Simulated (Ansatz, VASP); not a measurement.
KTlO2: VASP beside Ansatz

```xyz
4
Lattice="1.7268 0.9969 6.1022 -1.7268 0.9969 6.1022 0.0000 -1.9939 6.1022" Properties=species:S:1:pos:R:3 pbc="T T T"
K     0.0000    0.0000    9.1534
Tl    0.0000    0.0000    0.0000
O     0.0000    0.0000   13.4021
O     0.0000    0.0000    4.9047
```

Alike in both runs: task single point; functional LDA; k mesh 4 × 4 × 4; no spin polarisation.

|  | VASP | Ansatz |
| --- | --- | --- |
| version | VASP 6.6.1 | Ansatz 0.2.0 |
| potentials or method | VASP PAW LDA potentials, release 64 (K_sv, Tl_d, O), cutoff 600 eV | plane waves, PAW |
| occupations | gaussian, width 0.01 eV | fixed |
| valence electrons in the cell | 34 | 34 |

```csv
,VASP,Ansatz,Ansatz less VASP
gap on the k mesh at the Fermi level (eV),0.88,0.87,-0.009
```

LDA's correlation is that of Perdew and Zunger in VASP and of Perdew and Wang (1992) in Ansatz.

The k mesh is coarse, so the values compare programs but aren't converged. Spin-orbit coupling is off throughout.
